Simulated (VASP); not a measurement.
Wanted: the native input for a VASP 6.6.1 run.

| Property | Result |
| --- | --- |
| Task | single point |
| Functional | PBE |
| Potentials or basis | VASP PAW PBE potentials, release 64 (Os) |
| Cutoff | 520 eV |
| k mesh | 7 × 7 × 7 |
| Occupations | fermi-dirac, width 0.1 eV |
| Spin | no spin polarisation |
| Dipole correction | no |
| Further INCAR settings | ALGO = Normal; EDIFF = 1e-07; NBANDS = 42 |

The structure of Os lies in POSCAR:

```
Os
1.0
    4.9114294118      0.0000000000      0.0000000000
    0.0000000000      4.9114294118      0.0000000000
    0.0000000000      0.0000000000      4.9114294118
Os
8
Direct
    1.0000000000      1.0000000000      0.0000000000
    0.5000000000      0.5000000000      0.5000000000
    0.2500000000      1.0000000000      0.5000000000
    0.7500000000      0.0000000000      0.5000000000
    0.5000000000      0.2500000000      0.0000000000
    0.5000000000      0.7500000000      0.0000000000
    0.0000000000      0.5000000000      0.2500000000
    0.0000000000      0.5000000000      0.7500000000
```

These files were run (other wordings do the same):

INCAR

```
ALGO     = Normal         # electronic algorithm
EDIFF    = 1E-7           # SCF threshold, eV
ENCUT    = 520            # plane-wave cutoff, eV
GGA      = PE             # functional
ISIF     = 2              # what is computed and relaxed
ISMEAR   = -1             # smearing method
LASPH    = True           # aspherical terms in the spheres
LCHARG   = False          # write CHGCAR
LREAL    = False          # projectors in reciprocal space
LWAVE    = False          # write WAVECAR
NBANDS   = 42             # bands
NELM     = 60             # most SCF steps
PREC     = Accurate       # precision mode
SIGMA    = 0.1            # smearing width, eV
```

KPOINTS

```
k-points
0
Gamma
  7 7 7
```

Potentials or basis: VASP PAW PBE potentials, release 64 (Os).

Run with:

```sh
$ cat potpaw_PBE.64/Os/POTCAR > POTCAR
$ mpirun -np 1 vasp_std > vasp.out
```

It gave:

```
Pressure               : -0.5 GPa
Band gap on the k mesh : zero (bands 32 and 33 overlap by 0.68 eV)
```

Caveat: spin-orbit coupling is left out, which moves the levels of the heavy elements.

Wall time 4.3 min on 1 thread of Intel Xeon 8259CL, on a shared host, peak memory 0.27 GiB.
